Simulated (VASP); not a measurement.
LiTlSe2: single point with PBE

LiTlSe2:

```
Li Se Tl
1.0
     4.11000    0.00000    0.00000
     0.00000    4.11000    0.00000
     0.00000    0.00000    6.27087
Li Se Tl
1 2 1
Direct
  0.00000 0.00000 0.00000
  0.00000 0.50000 0.23215
  0.50000 0.00000 0.76785
  0.50000 0.50000 0.50000
```

This cell differs from its parent crystal: epitaxial xy strain -3.6%.

```json
{
  "Program": "VASP 6.6.1",
  "Task": "single point",
  "Functional": "PBE",
  "Potentials or basis": "VASP PAW PBE potentials, release 64 (Li_sv, Se, Tl_d)",
  "Cutoff": "520 eV",
  "k mesh": "6 × 6 × 4",
  "Occupations": "fermi-dirac, width 0.02 eV",
  "Spin": "no spin polarisation"
}
```

| Quantity | Value |
| --- | --- |
| Largest force | 0.212 eV/Å |
| Band gap on the k mesh | 0.50 eV, direct |

Forces in eV/Å, atoms in the order of the input:
```
Li   0.000  0.000  0.000
Se   0.000  0.000 -0.212
Se   0.000  0.000  0.212
Tl   0.000  0.000  0.000
```

Levels at points of the mesh, in eV from the valence-band top:
| k point | band 10 | band 11 | band 12 | band 13 | band 14 | band 15 | band 16 | band 17 | band 18 | band 19 |
| --- | --- | --- | --- | --- | --- | --- | --- | --- | --- | --- |
| (0.00, 0.00, 0.00) | -1.58 | -1.58 | -0.50 | 0.00 | 0.00 | 0.50 | 3.36 | 5.35 | 5.74 | 5.74 |
| (0.50, 0.00, 0.00) | -2.51 | -2.42 | -1.87 | -0.83 | -0.37 | 2.24 | 5.35 | 5.39 | 6.39 | 6.49 |
| (0.50, 0.50, 0.00) | -2.45 | -2.09 | -1.93 | -1.93 | -1.40 | 1.40 | 3.07 | 3.07 | 6.26 | 9.49 |
| (0.00, 0.00, 0.50) | -1.71 | -1.15 | -1.15 | -0.63 | -0.63 | 2.14 | 3.41 | 4.90 | 6.73 | 6.81 |
| (0.50, 0.00, 0.50) | -3.23 | -1.24 | -0.83 | -0.79 | -0.36 | 0.75 | 4.47 | 5.90 | 5.99 | 6.73 |
| (0.50, 0.50, 0.50) | -3.01 | -2.18 | -2.18 | -1.85 | -1.71 | 2.81 | 4.84 | 4.84 | 6.36 | 6.36 |

Wall time 30 s on 1 thread of Intel(R) Xeon(R) 6975P-C (Granite Rapids), on a shared host, peak memory 0.24 GiB.

Caveat: the cell differs from its parent crystal (epitaxial xy strain -3.6%); spin-orbit coupling is left out, which moves the levels of the heavy elements. A k mesh can miss the band edges.
